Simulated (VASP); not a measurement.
Set up this calculation in VASP 6.6.1, as the native input.

```
Task                   : electric field gradients
Functional             : PBEsol
Potentials or basis    : VASP PAW PBE potentials, release 64 (Ga_d)
Cutoff                 : 520 eV
k mesh                 : 9 × 9 × 8
Occupations            : fermi-dirac, width 0.05 eV
Spin                   : no spin polarisation
Dipole correction      : no
Further INCAR settings : ALGO = Normal; EDIFF = 1e-08; NBANDS = 34
```

The structure of Ga lies in POSCAR:

```
Ga
1.0
    2.2553500000     -3.8224000000      0.0000000000
    2.2553500000      3.8224000000      0.0000000000
    0.0000000000      0.0000000000      4.4715330000
Ga
4
Direct
    0.1525000000      0.8475000000      0.0785000000
    0.6525000000      0.3475000000      0.4215000000
    0.8475000000      0.1525000000      0.9215000000
    0.3475000000      0.6525000000      0.5785000000
```

This cell differs from its parent crystal: zz strain of -1 %.

These files were run (other wordings do the same):

INCAR

```
ALGO = Normal
EDIFF = 1E-8
ENCUT = 520
GGA = PS
ISIF = 2
ISMEAR = -1
LASPH = T
LCHARG = F
LEFG = T
LREAL = F
LWAVE = F
NBANDS = 34
NELM = 80
PREC = Accurate
SIGMA = 0.05
```

KPOINTS

```
k-points
0
Gamma
  9 9 8
```

Potentials or basis: VASP PAW PBE potentials, release 64 (Ga_d).

Launch:

```sh
$ cat potpaw_PBE.64/Ga_d/POTCAR > POTCAR
$ mpirun -np 1 vasp_std > vasp.out
```

It gave:

```yaml
Pressure: -0.6 GPa
Largest_force: 0.410 eV/Å
Band_gap_on_the_k_mesh: zero (bands 26 and 27 overlap by 1.30 eV)
Largest_electric_field_gradient_by_atom: Ga -52.0 V/Å²
```

Caveat: the cell differs from its parent crystal (zz strain of -1 %); without QUAD_EFG the Cq values of the log hold for a quadrupole moment of 1 mb, not for the nuclei; the PAW data sets were made with another functional, which shifts forces and pressure a little.

It took 12 min on 1 thread of Oxide Virtual Turin-like Processor (shared host), peak memory 0.33 GiB.
